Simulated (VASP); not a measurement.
Here is a VASP 6.6.1 calculation.

The input INCAR:

```
ALGO = Normal
EDIFF = 1E-7
ENCUT = 520
GGA = PE
ISIF = 2
ISMEAR = 0
ISYM = 0
LASPH = True
LCHARG = False
LREAL = False
LWAVE = False
NBANDS = 26
NELM = 60
PREC = Accurate
SIGMA = 0.1
```

KPOINTS

```
k-points
0
Gamma
  10 10 6
```

POSCAR

```
NbP
1.0
    3.3470468440      0.0000000000      0.0000000000
    0.0000000000      3.3470468440      0.0000000000
    1.6735234220     -1.6735234220      5.7139822330
Nb P
2 2
Direct
    0.2499653172      0.7500346828      0.5000693656
    0.4999653172      1.0000346828      1.0000693656
    0.6674061078      0.3325938922      0.6651877844
    0.9174061078      0.5825938922      0.1651877844
```

Potentials or basis: VASP PAW PBE potentials, release 64 (Nb_sv, P).

Command:

```sh
$ cat potpaw_PBE.64/Nb_sv/POTCAR potpaw_PBE.64/P/POTCAR > POTCAR
$ mpirun -np 1 vasp_std > vasp.out
```

Problem. Predict the largest force.

Solution. 0.004 eV/Å.

Problem. Estimate the pressure.

Solution. -0.4 GPa.

Forces on the atoms (eV/Å):
```
Nb   0.001  0.000 -0.004
Nb   0.000 -0.001 -0.004
P    0.000  0.001  0.004
P   -0.001  0.000  0.004
```
